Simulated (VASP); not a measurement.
# NaF (F-43m) in VASP: settings compared

The runs below take NaF through vibrations by perturbation theory, dielectric tensor, with PBEsol, PBE.

All numbers are computed with VASP 6.6.1; they aren't measurements. Logs are shortened: lines on timing, memory, paths and dates and some standing lists are left out, and cuts for length are marked.

## Step 1: The cell of the first run

The structure is cubic, space group F-43m (No. 216). Conventional cell: a = 5.091 Å, b = 5.091 Å, c = 5.091 Å, α = 90.00°, β = 90.00°, γ = 90.00°. Na (site symmetry -43m) has 4 F at 2.20 Å within 2.9 Å. Within 2.9 Å of F (site symmetry -43m) lie 4 Na at 2.20 Å.

## Step 2: Vibrations by perturbation theory, PBEsol

File INCAR:

```
SYSTEM = NaF
  ALGO = Normal
  EDIFF = 1E-8
  ENCUT = 520
  GGA = PS
  IBRION = 8
  ISIF = 2
  ISMEAR = 0
  LASPH = .True.
  LCHARG = .False.
  LEPSILON = .True.
  LREAL = .False.
  LWAVE = .False.
  NBANDS = 14
  NELM = 60
  NSW = 1
  PREC = Accurate
  SIGMA = 0.01
```

File KPOINTS:

```
k-points
0
Gamma
  8 8 8
  0 0 0
```

File POSCAR:

```
NaF
1.0
    0.0000000000      2.5456015164      2.5456015164
    2.5456015164      0.0000000000      2.5456015164
    2.5456015164      2.5456015164      0.0000000000
Na F
1 1
Direct
    0.0000000000      0.0000000000      0.0000000000
    0.2500000000      0.2500000000      0.2500000000
```

Potentials or basis: VASP PAW PBE potentials, release 64 (Na_pv, F).

Run with:

```bash
> cat potpaw_PBE.64/Na_pv/POTCAR potpaw_PBE.64/F/POTCAR > POTCAR
> mpirun -np 1 vasp_std > vasp.out
```

OUTCAR:

```text
SYSTEM = NaF
   EDIFF = 1E-8
   ENCUT = 520
   GGA = PS
   IBRION = 8
   ISIF = 2
   ISMEAR = 0
   LASPH = .True.
   LEPSILON = .True.
   LREAL = .False.
   NELM = 60
   NSW = 1
   PREC = Accurate

 ion  position               nearest neighbor table
   1  0.000  0.000  0.000-   2 2.20   2 2.20   2 2.20   2 2.20
   2  0.250  0.250  0.250-   1 2.20   1 2.20   1 2.20   1 2.20

  LATTYP: Found a face centered cubic cell.
 ALAT       =     5.0912030328

  Lattice vectors:

 A1 = (   0.0000000000,   2.5456015164,   2.5456015164)
 A2 = (   2.5456015164,   0.0000000000,   2.5456015164)
 A3 = (   2.5456015164,   2.5456015164,   0.0000000000)

Analysis of symmetry for initial positions (statically):
=====================================================================
 Subroutine PRICEL returns:
 Original cell was already a primitive cell.

 Routine SETGRP: Setting up the symmetry group for a
 face centered cubic supercell.

 Subroutine GETGRP returns: Found 24 space group operations
 (whereof 24 operations were pure point group operations)
 out of a pool of 48 trial point group operations.

The static configuration has the point symmetry T_d .

Analysis of symmetry for dynamics (positions and initial velocities):
=====================================================================
 Subroutine PRICEL returns:
 Original cell was already a primitive cell.

 Routine SETGRP: Setting up the symmetry group for a
 face centered cubic supercell.

 Subroutine GETGRP returns: Found 24 space group operations
 (whereof 24 operations were pure point group operations)
 out of a pool of 48 trial point group operations.

The dynamic configuration has the point symmetry T_d .

 Subroutine INISYM returns: Found 24 space group operations
 (whereof 24 operations are pure point group operations),
 and found     1 'primitive' translations

----------------------------------------------------------------------------------------

                                     Primitive cell

  volume of cell :      32.9914

  direct lattice vectors                    reciprocal lattice vectors
     0.000000000  2.545601516  2.545601516    -0.196417231  0.196417231  0.196417231
     2.545601516  0.000000000  2.545601516     0.196417231 -0.196417231  0.196417231
     2.545601516  2.545601516  0.000000000     0.196417231  0.196417231 -0.196417231

  length of vectors
     3.600024189  3.600024189  3.600024189     0.340204623  0.340204623  0.340204623

  position of ions in fractional coordinates (direct lattice)
     0.000000000  0.000000000  0.000000000
     0.250000000  0.250000000  0.250000000

  ion indices of the primitive-cell ions
   primitive index   ion index
                 1           1
                 2           2

----------------------------------------------------------------------------------------

 KPOINTS: k-points

Automatic generation of k-mesh.
 Grid dimensions read from file:
 generate k-points for:    8    8    8

 Generating k-lattice:

  Cartesian coordinates                     Fractional coordinates (reciprocal lattice)
[... 557 lines left out ...]
  ---------------------------------------------------
  ---------------------------------------------------
  free energy    TOTEN  =        -0.07192430 eV

  energy without entropy =       -0.07192430

------------------------ aborting loop because EDIFF is reached ----------------------------------------

--------------------------------------- Ionic step        2  -------------------------------------------

------------------------ aborting loop because EDIFF is reached ----------------------------------------

--------------------------------------- Ionic step        3  -------------------------------------------

------------------------ aborting loop because EDIFF is reached ----------------------------------------

 PIEZOELECTRIC TENSOR FIELD DIRECTION 3  (e Angst)
 -----------------------------------------------------------------------------
    -0.00024 -0.09693  0.00000           ( -0.00000  0.01110  0.00000)
    -0.09693 -0.00024  0.00000           (  0.01110 -0.00000  0.00000)
     0.00000  0.00000  0.00043           (  0.00000  0.00000 -0.00000)

 PIEZOELECTRIC TENSOR FIELD DIRECTION 3  (C/m^2)
 -----------------------------------------------------------------------------
    -0.00012 -0.04707  0.00000
    -0.04707 -0.00012  0.00000
     0.00000  0.00000  0.00021

--------------------------------------- Ionic step        4  -------------------------------------------

------------------------ aborting loop because EDIFF is reached ----------------------------------------

[... ionic steps 5 to 6 ...]

--------------------------------------- Ionic step        7  -------------------------------------------

 Free energy of the ion-electron system (eV)
  ---------------------------------------------------
  ---------------------------------------------------
  free energy    TOTEN  =        -0.53084225 eV

  energy without entropy =       -0.53084225

------------------------ aborting loop because EDIFF is reached ----------------------------------------

 INTERNAL STRAIN TENSOR  FOR ION    2  DIRECTION 1   (eV/Angst):
 -----------------------------------------------------------------------------
    -0.00913  0.00000  0.00000
     0.00000  0.00151 -3.53128
     0.00000 -3.53128  0.00151

 MACROSCOPIC STATIC DIELECTRIC TENSOR (including local field effects in DFT)
 ------------------------------------------------------
           1.706243     0.000000    -0.000000
           0.000000     1.706243    -0.000000
           0.000000    -0.000000     1.706243
 ------------------------------------------------------

 PIEZOELECTRIC TENSOR (including local field effects)  for field in x, y, z        (e  Angst)
          XX          YY          ZZ          XY          YZ          ZX
  --------------------------------------------------------------------------------
  x     0.00000     0.00000    -0.00000     0.00000    -0.09809     0.00000
  y     0.00000     0.00000     0.00000     0.00000     0.00000    -0.09809
  z     0.00000     0.00000     0.00000    -0.09809     0.00000     0.00000

 PIEZOELECTRIC TENSOR (including local field effects)  for field in x, y, z        (C/m^2)
          XX          YY          ZZ          XY          YZ          ZX
  --------------------------------------------------------------------------------
  x     0.00000     0.00000    -0.00000     0.00000    -0.04763     0.00000
  y     0.00000     0.00000     0.00000     0.00000     0.00000    -0.04763
  z     0.00000     0.00000     0.00000    -0.04763     0.00000     0.00000

 BORN EFFECTIVE CHARGES (including local field effects) (in |e|, cummulative output)
 ---------------------------------------------------------------------------------
 ion    1
    1     0.96944    -0.00000     0.00000
    2     0.00000     0.96944    -0.00000
    3     0.00000    -0.00000     0.96944
 ion    2
    1    -0.96944     0.00000    -0.00000
    2     0.00000    -0.96944     0.00000
    3    -0.00000     0.00000    -0.96944

 INTERNAL STRAIN TENSOR FOR ION    2 for displacements in x,y,z  (eV/Angst):
          X           Y           Z          XY          YZ          ZX
  --------------------------------------------------------------------------------
  x    -0.00000     0.00000     0.00000     0.00000    -3.53128     0.00000
  y     0.00000     0.00000     0.00000     0.00000     0.00000    -3.53128
  z     0.00000     0.00000    -0.00000    -3.53128     0.00000     0.00000

 SECOND DERIVATIVES (NOT SYMMETRIZED)
 ------------------------------------
               1X          1Y          1Z          2X          2Y          2Z
  1X    -3.082431    0.000000    0.000000    3.082431    0.000000    0.000000
  1Y     0.000000   -3.082431    0.000000    0.000000    3.082431    0.000000
  1Z     0.000000    0.000000   -3.082431    0.000000    0.000000    3.082431
  2X     3.081576    0.000000    0.000000   -3.081576    0.000000    0.000000
  2Y     0.000000    3.081576    0.000000    0.000000   -3.081576    0.000000
  2Z     0.000000    0.000000    3.081576    0.000000    0.000000   -3.081576

 Eigenvectors and eigenvalues of the dynamical matrix
 ----------------------------------------------------

   1 f  =    8.509491 THz    53.466709 2PiTHz  283.846065 cm-1    35.192411 meV
             X         Y         Z           dx          dy          dz
      0.000000  0.000000  0.000000     0.000000   -0.672705   -0.000000
      1.272801  1.272801  1.272801     0.000000    0.739911   -0.000000
[... 21 lines left out ...]
   6 f/i=    0.000588 THz     0.003694 2PiTHz    0.019611 cm-1     0.002431 meV
             X         Y         Z           dx          dy          dz
      0.000000  0.000000  0.000000    -0.138179    0.252572    0.681603
      1.272801  1.272801  1.272801    -0.125628    0.229630    0.619693

--------------------------------------------------------------------------------------------------------

 MACROSCOPIC STATIC DIELECTRIC TENSOR IONIC CONTRIBUTION
 ------------------------------------------------------
           1.672542    -0.000000     0.000000
          -0.000000     1.672542    -0.000000
           0.000000    -0.000000     1.672542
 ------------------------------------------------------

 ELASTIC MODULI CONTR FROM IONIC RELAXATION (kBar)
 Direction    XX          YY          ZZ          XY          YZ          ZX
 --------------------------------------------------------------------------------
 XX          -0.0000      0.0000      0.0000      0.0000     -0.0000      0.0000
 YY           0.0000     -0.0000     -0.0000      0.0000      0.0000      0.0000
 ZZ           0.0000     -0.0000     -0.0000     -0.0000      0.0000      0.0000
 XY           0.0000      0.0000     -0.0000   -192.3772      0.0000      0.0000
 YZ          -0.0000      0.0000      0.0000      0.0000   -192.3772      0.0000
 ZX           0.0000      0.0000      0.0000      0.0000      0.0000   -192.3772
 --------------------------------------------------------------------------------

 PIEZOELECTRIC TENSOR IONIC CONTR  for field in x, y, z        (C/m^2)
          XX          YY          ZZ          XY          YZ          ZX
  --------------------------------------------------------------------------------
  x     0.00000    -0.00000    -0.00000     0.00000     0.53375    -0.00000
  y    -0.00000    -0.00000    -0.00000    -0.00000     0.00000     0.53375
  z    -0.00000    -0.00000     0.00000     0.53375     0.00000    -0.00000
```

Run time: 3.7 min. Hardware: 1 thread of Intel Xeon 6975P-C (Granite Rapids), shared host; peak memory 0.24 GiB.

What came out:

```
Electronic dielectric tensor (diagonal)                 : 1.71
Born charges (mean of the diagonal)                     : Na +0.97; F -0.97 e
Highest phonon frequency at Γ, LO-TO splitting left out : 284 cm⁻¹
```

Phonon frequencies in cm⁻¹ (negative: imaginary):
| q point | frequencies |
| --- | --- |
| (0.000, 0.000, 0.000) | 0 0 0 284 284 284 |

Electronic dielectric tensor:
```
1.71 0.00 0.00
0.00 1.71 0.00
0.00 0.00 1.71
```

Born effective charge tensors (e):
atom 1, Na
```
0.97 0.00 0.00
0.00 0.97 0.00
0.00 0.00 0.97
```
atom 2, F
```
-0.97  0.00  0.00
 0.00 -0.97  0.00
 0.00  0.00 -0.97
```

Caveat: the PAW data sets were made with another functional, which shifts forces and pressure a little.

## Step 3: Dielectric tensor, PBE

This run uses another cell than the first one, of 16.22 Å³/atom.

File INCAR:

```
SYSTEM = NaF
ALGO = Normal
EDIFF = 1E-8
ENCUT = 520
GGA = PE
ISIF = 2
ISMEAR = 0
LASPH = .TRUE.
LCHARG = .FALSE.
LEPSILON = .TRUE.
LREAL = .FALSE.
LWAVE = .FALSE.
NELM = 100
PREC = Accurate
SIGMA = 0.01
```

File KPOINTS:

```
k-points
0
G
  8 8 8
  0 0 0
```

File POSCAR:

```
NaF
1.0
    0.0000000000      2.5312613675      2.5312613675
    2.5312613675      0.0000000000      2.5312613675
    2.5312613675      2.5312613675      0.0000000000
Na F
1 1
Direct
    0.0000000000      0.0000000000      0.0000000000
    0.2500000000      0.2500000000      0.2500000000
```

Potentials or basis: VASP PAW PBE potentials, release 64 (Na_pv, F).

Run with:

```bash
> cat potpaw_PBE.64/Na_pv/POTCAR potpaw_PBE.64/F/POTCAR > POTCAR
> mpirun -np 1 vasp_std > vasp.out
```

OUTCAR:

```text
SYSTEM = NaF
   EDIFF = 1E-8
   ENCUT = 520
   GGA = PE
   ISIF = 2
   ISMEAR = 0
   LASPH = .TRUE.
   LEPSILON = .TRUE.
   LREAL = .FALSE.
   NELM = 100
   PREC = Accurate

 ion  position               nearest neighbor table
   1  0.000  0.000  0.000-   2 2.19   2 2.19   2 2.19   2 2.19
   2  0.250  0.250  0.250-   1 2.19   1 2.19   1 2.19   1 2.19

  LATTYP: Found a face centered cubic cell.
 ALAT       =     5.0625227350

  Lattice vectors:

 A1 = (   0.0000000000,   2.5312613675,   2.5312613675)
 A2 = (   2.5312613675,   0.0000000000,   2.5312613675)
 A3 = (   2.5312613675,   2.5312613675,   0.0000000000)

Analysis of symmetry for initial positions (statically):
=====================================================================
[... 580 lines left out ...]
    -0.00012 -0.04446  0.00000
    -0.04446 -0.00012  0.00000
     0.00000  0.00000  0.00022

 MACROSCOPIC STATIC DIELECTRIC TENSOR (including local field effects in DFT)
 ------------------------------------------------------
           1.699220    -0.000000    -0.000000
          -0.000000     1.699220     0.000000
          -0.000000     0.000000     1.699220
 ------------------------------------------------------

 PIEZOELECTRIC TENSOR (including local field effects)  for field in x, y, z        (e  Angst)
          XX          YY          ZZ          XY          YZ          ZX
  --------------------------------------------------------------------------------
  x    -0.00000    -0.00000    -0.00000     0.00000    -0.09117     0.00000
  y     0.00000     0.00000     0.00000     0.00000     0.00000    -0.09117
  z     0.00000     0.00000    -0.00000    -0.09117     0.00000     0.00000

 PIEZOELECTRIC TENSOR (including local field effects)  for field in x, y, z        (C/m^2)
          XX          YY          ZZ          XY          YZ          ZX
  --------------------------------------------------------------------------------
  x    -0.00000    -0.00000    -0.00000     0.00000    -0.04503     0.00000
  y     0.00000     0.00000     0.00000     0.00000     0.00000    -0.04503
  z     0.00000     0.00000    -0.00000    -0.04503     0.00000     0.00000

 BORN EFFECTIVE CHARGES (including local field effects) (in |e|, cummulative output)
 ---------------------------------------------------------------------------------
 ion    1
    1     0.96612     0.00000     0.00000
    2     0.00000     0.96612    -0.00000
    3     0.00000     0.00000     0.96612
 ion    2
    1    -0.96612     0.00000     0.00000
    2    -0.00000    -0.96612     0.00000
    3    -0.00000    -0.00000    -0.96612
```

OSZICAR:

```text
N       E                     dE             d eps       ncg     rms          rms(c)
DAV:   1     0.114470176283E+03    0.11447E+03   -0.80791E+03   647   0.141E+03
DAV:   2    -0.164275965220E+01   -0.11611E+03   -0.10689E+03   691   0.360E+02
DAV:   3    -0.947519092690E+01   -0.78324E+01   -0.78039E+01   734   0.952E+01
[... 12 lines left out ...]
RMM:   5    -0.695963899724E-01   -0.93828E-03   -0.10251E-04  3947   0.135E-01    0.560E-03
RMM:   6    -0.695947924136E-01    0.15976E-05   -0.61821E-06  4007   0.193E-02    0.127E-03
RMM:   7    -0.696166700397E-01   -0.21878E-04    0.21963E-07  3737   0.506E-03    0.153E-04
RMM:   8    -0.696179536256E-01   -0.12836E-05   -0.78920E-08  4022   0.135E-03    0.105E-04
RMM:   9    -0.696173191130E-01    0.63451E-06   -0.81542E-08  3618   0.430E-04    0.291E-05
RMM:  10    -0.696170138996E-01    0.30521E-06   -0.49229E-09  2918   0.100E-04    0.847E-06
```

It took 1.9 min on 1 thread of Intel Xeon 6975P-C (Granite Rapids), shared host; peak memory 0.2 GiB.

What came out:

```
Band gap on the k mesh                  : 5.61 eV
Electronic dielectric tensor (diagonal) : 1.70
Born charges (mean of the diagonal)     : Na +0.97; F -0.97 e
```

Levels at points of the mesh, in eV from the valence-band top:
| k point | band 5 | band 6 | band 7 | band 8 | band 9 | band 10 |
| --- | --- | --- | --- | --- | --- | --- |
| (0.00, 0.00, 0.00) | 0.00 | 0.00 | 0.00 | 5.61 | 19.32 | 19.32 |
| (0.50, 0.00, 0.00) | -0.85 | -0.04 | -0.04 | 9.96 | 10.90 | 17.19 |
| (0.50, 0.50, 0.00) | -0.78 | -0.16 | -0.16 | 9.97 | 12.01 | 16.24 |

Electronic dielectric tensor:
```
1.70 0.00 0.00
0.00 1.70 0.00
0.00 0.00 1.70
```

Born effective charge tensors (e):
atom 1, Na
```
0.97 0.00 0.00
0.00 0.97 0.00
0.00 0.00 0.97
```
atom 2, F
```
-0.97  0.00  0.00
 0.00 -0.97  0.00
 0.00  0.00 -0.97
```
